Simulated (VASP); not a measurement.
# Fe (Im-3m) in VASP: a series of runs

Fe is run at these levels: PBE; tasks: single point.

All numbers are computed with VASP 6.6.1; they aren't measurements. Logs are shortened: lines on timing, memory, paths and dates and some standing lists are left out, and cuts for length are marked.

### Step 1. The cell of the first run

The structure is cubic, space group Im-3m (No. 229). Conventional cell: a = 2.832 Å, b = 2.832 Å, c = 2.832 Å, α = 90.00°, β = 90.00°, γ = 90.00°. Within 3.2 Å of Fe (site symmetry m-3m) lie 14 Fe at 2.45 to 2.83 Å.

### Step 2. Single point, PBE, collinear spin, ferromagnetic start

INCAR

```
PREC = Accurate ; ENCUT = 520
EDIFF = 1E-6 ; ISMEAR = 0
SIGMA = 0.1 ; LREAL = False
LASPH = True ; NELM = 150
ALGO = Normal ; ISIF = 2
LWAVE = False ; LCHARG = False
ISPIN = 2 ; MAGMOM = 2.44 2.44
LORBIT = 11 ; LMAXMIX = 4
GGA = PE ; NBANDS = 19
```

KPOINTS

```
regular mesh
0
Gamma
  14 14 14
```

POSCAR

```
Fe
1.0
    2.8316863192      0.0000000000      0.0000000000
    0.0000000000      2.8316863192      0.0000000000
    0.0000000000      0.0000000000      2.8316863192
Fe
2
Direct
    0.0000000000      0.0000000000      0.0000000000
    0.5000000000      0.5000000000      0.5000000000
```

Potentials or basis: VASP PAW PBE potentials, release 64 (Fe).

Run with:

```
$ cat potpaw_PBE.64/Fe/POTCAR > POTCAR
$ mpirun -np 1 vasp_std > vasp.out
```

OUTCAR:

```text
PREC = Accurate
   ENCUT = 520
   EDIFF = 1E-6
   ISMEAR = 0
   LREAL = False
   LASPH = True
   NELM = 150
   ISIF = 2
   ISPIN = 2
   LORBIT = 11
   GGA = PE

 ion  position               nearest neighbor table
   1  0.000  0.000  0.000-   2 2.45   2 2.45   2 2.45   2 2.45   2 2.45   2 2.45   2 2.45   2 2.45

   2  0.500  0.500  0.500-   1 2.45   1 2.45   1 2.45   1 2.45   1 2.45   1 2.45   1 2.45   1 2.45

  LATTYP: Found a simple cubic cell.
 ALAT       =     2.8316863192

  Lattice vectors:

 A1 = (   2.8316863192,   0.0000000000,   0.0000000000)
 A2 = (   0.0000000000,   2.8316863192,   0.0000000000)
 A3 = (   0.0000000000,   0.0000000000,   2.8316863192)

Analysis of symmetry for initial positions (statically):
=====================================================================
 Subroutine PRICEL returns following result:

  LATTYP: Found a body centered cubic cell.
 ALAT       =     2.8316863192

  Lattice vectors:

 A1 = (   1.4158431596,   1.4158431596,  -1.4158431596)
 A2 = (  -1.4158431596,   1.4158431596,   1.4158431596)
 A3 = (   1.4158431596,  -1.4158431596,   1.4158431596)

   2 primitive cells build up your supercell.

 Routine SETGRP: Setting up the symmetry group for a
 simple cubic supercell.

 Subroutine GETGRP returns: Found 48 space group operations
 (whereof 48 operations were pure point group operations)
 out of a pool of 48 trial point group operations.

The static configuration has the point symmetry O_h .

Analysis of symmetry for dynamics (positions and initial velocities):
=====================================================================
 Subroutine PRICEL returns following result:

  LATTYP: Found a body centered cubic cell.
 ALAT       =     2.8316863192

  Lattice vectors:

 A1 = (   1.4158431596,   1.4158431596,  -1.4158431596)
 A2 = (  -1.4158431596,   1.4158431596,   1.4158431596)
 A3 = (   1.4158431596,  -1.4158431596,   1.4158431596)

   2 primitive cells build up your supercell.

 Routine SETGRP: Setting up the symmetry group for a
 simple cubic supercell.

 Subroutine GETGRP returns: Found 48 space group operations
 (whereof 48 operations were pure point group operations)
 out of a pool of 48 trial point group operations.

The dynamic configuration has the point symmetry O_h .

Analysis of structural, dynamic, and magnetic symmetry:
=====================================================================
 Subroutine PRICEL returns following result:

  LATTYP: Found a body centered cubic cell.
 ALAT       =     2.8316863192

  Lattice vectors:

 A1 = (   1.4158431596,   1.4158431596,  -1.4158431596)
 A2 = (  -1.4158431596,   1.4158431596,   1.4158431596)
 A3 = (   1.4158431596,  -1.4158431596,   1.4158431596)

   2 primitive cells build up your supercell.

 Routine SETGRP: Setting up the symmetry group for a
 simple cubic supercell.

 Subroutine GETGRP returns: Found 48 space group operations
 (whereof 48 operations were pure point group operations)
 out of a pool of 48 trial point group operations.

The overall configuration has the point symmetry O_h .

 Subroutine INISYM returns: Found 48 space group operations
 (whereof 48 operations are pure point group operations),
 and found     2 'primitive' translations

----------------------------------------------------------------------------------------

                                     Primitive cell

  volume of cell :      11.3529

  direct lattice vectors                    reciprocal lattice vectors
     1.415843160  1.415843160 -1.415843160     0.353146460  0.353146460  0.000000000
    -1.415843160  1.415843160  1.415843160     0.000000000  0.353146460  0.353146460
     1.415843160 -1.415843160  1.415843160     0.353146460  0.000000000  0.353146460

  length of vectors
     2.452312288  2.452312288  2.452312288     0.499424514  0.499424514  0.499424514

  position of ions in fractional coordinates (direct lattice)
     0.000000000  0.000000000  0.000000000

  ion indices of the primitive-cell ions
   primitive index   ion index
                 1           1

----------------------------------------------------------------------------------------

 KPOINTS: regular mesh

Automatic generation of k-mesh.
 Grid dimensions read from file:
 generate k-points for:   14   14   14

 Generating k-lattice:

  Cartesian coordinates                     Fractional coordinates (reciprocal lattice)
     0.025224747  0.000000000  0.000000000     0.071428571  0.000000000  0.000000000
     0.000000000  0.025224747  0.000000000     0.000000000  0.071428571  0.000000000
     0.000000000  0.000000000  0.025224747     0.000000000  0.000000000  0.071428571

  Length of vectors
     0.025224747  0.025224747  0.025224747

  Shift w.r.t. Gamma in fractional coordinates (k-lattice)
     0.000000000  0.000000000  0.000000000

 Subroutine IBZKPT returns following result:
 ===========================================

 Found    120 irreducible k-points:

 Following reciprocal coordinates:
            Coordinates               Weight
  0.000000  0.000000  0.000000      1.000000
  0.071429  0.000000  0.000000      6.000000
  0.142857  0.000000  0.000000      6.000000
  0.214286  0.000000  0.000000      6.000000
  0.285714  0.000000  0.000000      6.000000
  0.357143  0.000000  0.000000      6.000000
[... 16 lines left out ...]
  0.285714  0.214286  0.000000     24.000000
  0.357143  0.214286  0.000000     24.000000
 [... further k-points ...]
   k-points           NKPTS =    120   k-points in BZ     NKDIM =    120   number of bands    NBANDS=     19
   number of dos      NEDOS =    301   number of ions     NIONS =      2
   total plane-waves  NPLWV =  13824
   dimension x,y,z NGX =    24 NGY =   24 NGZ =   24
   dimension x,y,z NGXF=    48 NGYF=   48 NGZF=   48
   ions per type =               2
   NGX,Y,Z   is equivalent  to a cutoff of  14.09, 14.09, 14.09 a.u.
   NGXF,Y,Z  is equivalent  to a cutoff of  28.18, 28.18, 28.18 a.u.
 SYSTEM =  unknown system
   PREC   = accura    normal or accurate (medium, high low for compatibility)
   ISTART =      0    job   : 0-new  1-cont  2-samecut
   ICHARG =      2    charge: 1-file 2-atom 10-const
   ISPIN  =      2    spin polarized calculation?
   LNONCOLLINEAR =      F non collinear calculations
   LSORBIT =      F    spin-orbit coupling
   LASPH  =      T    aspherical Exc in radial PAW
   ENCUT  =  520.0 eV  38.22 Ry    6.18 a.u.   5.27  5.27  5.27*2*pi/ulx,y,z
   NELM   =    150;   NELMIN=  2; NELMDL= -5     # of ELM steps
   EDIFF  = 0.1E-05   stopping-criterion for ELM
   LREAL  =      F    real-space projection
   EDIFFG = 0.1E-04   stopping-criterion for IOM
   NSW    =      0    number of steps for IOM
   IBRION =     -1    ionic relax: 0-MD 1-quasi-New 2-CG
   NFREE  =      0    steps in history (QN), initial steepest desc. (CG)
   ISIF   =      2    stress and relaxation
   ISYM   =      2    0-nonsym 1-usesym 2-fastsym
   POTIM  = 0.5000    time-step for ionic-motion
   TEBEG  =    0.0;   TEEND  =   0.0 temperature during run
   PSTRESS=    0.0 pullay stress
   NELECT =      16.0000    total number of electrons
   NUPDOWN=      -1.0000    fix difference up-down
   EMIN   =  10.00;   EMAX   =-10.00  energy-range for DOS
   EFERMI =   0.00;   METHOD = LEGACY
   ISMEAR =     0;   SIGMA  =   0.10  broadening in eV -4-tet -1-fermi 0-gaus
   EFERMI_NEDOS =   21; number of points for ismear=-14 and -15
   IALGO  =     38    algorithm
   IMIX   =      4    mixing-type and parameters
     AMIX     =   0.40;   BMIX     =  1.00
     AMIX_MAG =   1.60;   BMIX_MAG =  1.00
  volume/ion in A,a.u.               =      11.35        76.61
  Fermi-wavevector in a.u.,A,eV,Ry     =   1.456810  2.752972 28.875595  2.122296
  Thomas-Fermi vector in A             =   2.573685
   LORBIT       =     11    0 simple, 1 ext, 2 COOP (PROOUT), +10 PAW based schemes
   GGA     = PE    functional components
   LHFCALC =     F    Hartree Fock is set to
   AEXX    =    0.0000 exact exchange contribution
   IVDW    =     0    specifies the selected vdW correction
   LEPSILON=     F    determine dielectric tensor
   LRPA    =     F    only Hartree local field effects (RPA)
 spin polarized calculation
 Gauss-broadening in eV      SIGMA  =   0.10
  energy-cutoff  :      520.00
  volume of cell :       22.71
 maximum number of plane-waves:       624
 NGX is ok and might be reduce to    24
   NGX = 11   NGY = 11   NGZ = 11

 number of electron      16.0000014 magnetization       4.3805781

 Free energy of the ion-electron system (eV)
  ---------------------------------------------------
  ext. energy  EPLUGINS =         0.00000000
  ---------------------------------------------------
  free energy    TOTEN  =       -16.49272949 eV

  energy without entropy =      -16.48371938  energy(sigma->0) =      -16.48822443

 E-fermi :   5.8312     XC(G=0): -13.1207

 val. band max:        5.8275792451   @ k =   0.2143   0.0714   0.0714
 cond. band min:       5.8329081630   @ k =   0.4286   0.1429   0.1429
 fundamental gap:      0.0053289179
 Fermi energy:         5.8312048076

 spin component 1

 k-point     1 :       0.0000    0.0000    0.0000
  band No.  band energies     occupation
      1      -2.6080      1.00000
      2       0.9791      1.00000
      3       0.9791      1.00000
      4       3.5281      1.00000
      5       3.5281      1.00000
      6       3.5281      1.00000
[... 11 lines left out ...]
     18      30.8566      0.00000
     19      30.8566      0.00000
[... 489 lines left out ...]
      3       2.4478      1.00000
      4       2.9652      1.00000
      5       3.3587      1.00000
      6       3.5891      1.00000
[... 11 lines left out ...]
     18      27.0323      0.00000
     19      29.4414      0.00000

 [... further k-points ...]

 spin component 2

 k-point     1 :       0.0000    0.0000    0.0000
  band No.  band energies     occupation
      1      -2.4368      1.00000
      2       2.8022      1.00000
      3       2.8024      1.00000
      4       5.4340      1.00000
      5       5.4341      1.00000
      6       5.4342      1.00000
[... 11 lines left out ...]
     18      30.6101      0.00000
     19      30.6101      0.00000
[... 489 lines left out ...]
      3       4.2015      1.00000
      4       4.7485      1.00000
      5       5.0679      1.00000
      6       5.3947      1.00000
[... 11 lines left out ...]
     18      27.6120      0.00000
     19      29.8108      0.00000

 [... further k-points ...]
[... 5 lines left out ...]
  --------------------------------------------------------------------------------------
  -------------------------------------------------------------------------------------
  Total       -0.0209588     -0.0209588     -0.0209588      0.0000000     -0.0000000     -0.0000000
  in kB       -1.4789080     -1.4789080     -1.4789080      0.0000000     -0.0000000     -0.0000000
  external PRESSURE =      -1.4789080 kB  Pullay stress =       0.0000000 kB

 VOLUME and BASIS-vectors are now :
 -----------------------------------------------------------------------------
  energy-cutoff  :      520.00
  volume of cell :       22.71
      direct lattice vectors                 reciprocal lattice vectors
     2.831686319  0.000000000  0.000000000     0.353146460  0.000000000  0.000000000
     0.000000000  2.831686319  0.000000000     0.000000000  0.353146460  0.000000000
     0.000000000  0.000000000  2.831686319     0.000000000  0.000000000  0.353146460

 POSITION                                       TOTAL-FORCE (eV/Angst)
 -----------------------------------------------------------------------------------
      0.00000      0.00000      0.00000        -0.000000     -0.000000     -0.000000
      1.41584      1.41584      1.41584         0.000000      0.000000      0.000000
 -----------------------------------------------------------------------------------
    total drift:                                0.000000      0.000000     -0.000000

  FREE ENERGIE OF THE ION-ELECTRON SYSTEM (eV)
  ---------------------------------------------------
  free  energy   TOTEN  =       -16.4927294894 eV

  energy  without entropy=      -16.4837193765  energy(sigma->0) =      -16.48822443

 total charge

# of ion       s       p       d       tot
------------------------------------------
    1        0.487   0.541   6.241   7.269
    2        0.487   0.541   6.241   7.269
--------------------------------------------------
tot          0.975   1.083  12.481  14.539

 magnetization (x)

# of ion       s       p       d       tot
------------------------------------------
    1       -0.013  -0.054   2.254   2.187
    2       -0.013  -0.054   2.254   2.187
--------------------------------------------------
tot         -0.026  -0.108   4.508   4.374
```

Run time: 30 s. Hardware: 1 thread of Intel Xeon 6975P-C (Granite Rapids), shared host; peak memory 0.2 GiB.

What came out:

- Free energy: -16.4927 eV
- Pressure: -0.1 GPa
- Net moment: 4.38 μB per cell
- Site moments: Fe +2.19 μB
- Valence electrons inside the program's atomic spheres: Fe 7.27

### Step 3. Single point, PBE, collinear spin, ferromagnetic start (equal strain along all axes, cell held: -4.5 %)

INCAR

```
PREC     = Accurate       # precision mode
ENCUT    = 520            # plane-wave cutoff, eV
EDIFF    = 1E-6           # SCF threshold, eV
ISMEAR   = 0              # smearing method
SIGMA    = 0.1            # smearing width, eV
LREAL    = F              # projectors in reciprocal space
LASPH    = T              # aspherical terms in the spheres
NELM     = 150            # most SCF steps
ALGO     = Fast           # electronic algorithm
ISIF     = 2              # what is computed and relaxed
LWAVE    = F              # write WAVECAR
LCHARG   = F              # write CHGCAR
ISPIN    = 2              # spin polarisation
MAGMOM   = 2.44 2.44      # initial moments
LORBIT   = 11             # projections on sites
LMAXMIX  = 4              # l up to which the mixer works
GGA      = PE             # functional
NBANDS   = 19             # bands
```

KPOINTS is that of step 2.

POSCAR

```
Fe
1.0
    2.7042604348      0.0000000000      0.0000000000
    0.0000000000      2.7042604348      0.0000000000
    0.0000000000      0.0000000000      2.7042604348
Fe
2
Direct
    0.0000000000      0.0000000000      0.0000000000
    0.5000000000      0.5000000000      0.5000000000
```

Potentials or basis: VASP PAW PBE potentials, release 64 (Fe).

Run with:

```
$ cat potpaw_PBE.64/Fe/POTCAR > POTCAR
$ mpirun -np 1 vasp_std > vasp.out
```

Wall time 27 s (1 thread of Intel Xeon 6975P-C (Granite Rapids), shared host); peak memory 0.17 GiB.

It converged, with:

* Free energy: -16.1985 eV
* Pressure: 37.4 GPa
* Band gap on the k mesh: zero (filled and empty bands overlap)
* Net moment: 3.96 μB per cell
* Site moments: Fe +1.95 μB
* Valence electrons inside the program's atomic spheres: Fe 7.60

Levels at points of the mesh, in eV from the Fermi level:
Spin up:
```csv
k point,band 7,band 8,band 9,band 10,band 11,band 12,band 13,band 14
"(0.00, 0.00, 0.00)",-1.14,-1.14,0.34,0.34,0.34,10.92,10.92,10.92
"(0.50, 0.00, 0.00)",-2.11,-2.11,-1.19,-1.19,0.47,0.47,18.86,18.86
"(0.50, 0.50, 0.00)",-0.88,-0.88,0.42,0.42,0.68,0.68,8.66,8.66
"(0.50, 0.50, 0.50)",-0.84,-0.84,-0.84,-0.84,9.62,9.62,9.62,9.62
```
Spin down:
```tsv
k point	band 2	band 3	band 4	band 5	band 6	band 7	band 8	band 9	band 10	band 11
(0.00, 0.00, 0.00)	-4.14	-4.14	-0.97	-0.97	-0.97	1.45	1.45	2.27	2.27	2.27
(0.50, 0.00, 0.00)	-4.66	-1.50	-1.50	-0.50	-0.50	-0.50	-0.50	0.59	0.59	2.66
(0.50, 0.50, 0.00)	-4.63	-2.51	-2.51	0.60	0.60	1.30	1.30	1.77	1.77	2.64
(0.50, 0.50, 0.50)	-2.57	-2.57	-2.57	-2.57	-2.57	1.83	1.83	1.83	1.83	10.48
```

Caveat: the cell differs from its parent crystal (equal strain along all axes, cell held: -4.5 %).

### Step 4. Single point, PBE, collinear spin, ferromagnetic start (equal strain along all axes, cell held: -3.0 %)

INCAR

```
PREC = Accurate
ENCUT = 520
EDIFF = 1E-6
ISMEAR = 0
SIGMA = 0.1
LREAL = F
LASPH = T
NELM = 150
ALGO = Normal
ISIF = 2
LWAVE = F
LCHARG = F
ISPIN = 2
MAGMOM = 2.44 2.44
LORBIT = 11
LMAXMIX = 4
GGA = PE
NBANDS = 19
```

KPOINTS

```
Automatic mesh
0
Gamma
  14 14 14
```

POSCAR

```
Fe
1.0
    2.7467357296      0.0000000000      0.0000000000
    0.0000000000      2.7467357296      0.0000000000
    0.0000000000      0.0000000000      2.7467357296
Fe
2
Direct
    0.0000000000      0.0000000000      0.0000000000
    0.5000000000      0.5000000000      0.5000000000
```

Run with:

```
$ cat potpaw_PBE.64/Fe/POTCAR > POTCAR
$ mpirun -np 1 vasp_std > vasp.out
```

Run time: 27 s. Hardware: 1 thread of Intel Xeon 6975P-C (Granite Rapids), shared host; peak memory 0.18 GiB.

It converged, with:

- Free energy: -16.3712 eV
- Pressure: 21.9 GPa
- Net moment: 4.11 μB per cell
- Site moments: Fe +2.03 μB
- Valence electrons inside the program's atomic spheres: Fe 7.48

Levels at points of the mesh, in eV from the Fermi level:
Spin up:
```tsv
k point	band 8	band 9	band 10	band 11	band 12	band 13
(0.00, 0.00, 0.00)	-1.12	0.27	0.27	0.27	10.57	10.57
(0.50, 0.00, 0.00)	-2.02	-1.16	-1.16	0.37	0.37	18.30
(0.50, 0.50, 0.00)	-0.89	0.45	0.45	0.58	0.58	8.20
(0.50, 0.50, 0.50)	-0.85	-0.85	-0.85	9.27	9.27	9.27
```
Spin down:
| k point | band 2 | band 3 | band 4 | band 5 | band 6 | band 7 | band 8 | band 9 | band 10 | band 11 |
| --- | --- | --- | --- | --- | --- | --- | --- | --- | --- | --- |
| (0.00, 0.00, 0.00) | -3.74 | -3.74 | -0.77 | -0.77 | -0.77 | 1.53 | 1.53 | 2.28 | 2.28 | 2.28 |
| (0.50, 0.00, 0.00) | -4.45 | -1.23 | -1.23 | -0.33 | -0.33 | -0.33 | -0.33 | 0.71 | 0.71 | 2.63 |
| (0.50, 0.50, 0.00) | -4.28 | -2.21 | -2.21 | 0.61 | 0.61 | 1.38 | 1.38 | 1.83 | 1.83 | 2.62 |
| (0.50, 0.50, 0.50) | -2.31 | -2.31 | -2.31 | -2.31 | -2.31 | 1.88 | 1.88 | 1.88 | 1.88 | 10.14 |

Caveat: the cell differs from its parent crystal (equal strain along all axes, cell held: -3.0 %).

(Part 1 of 2 ends here.)
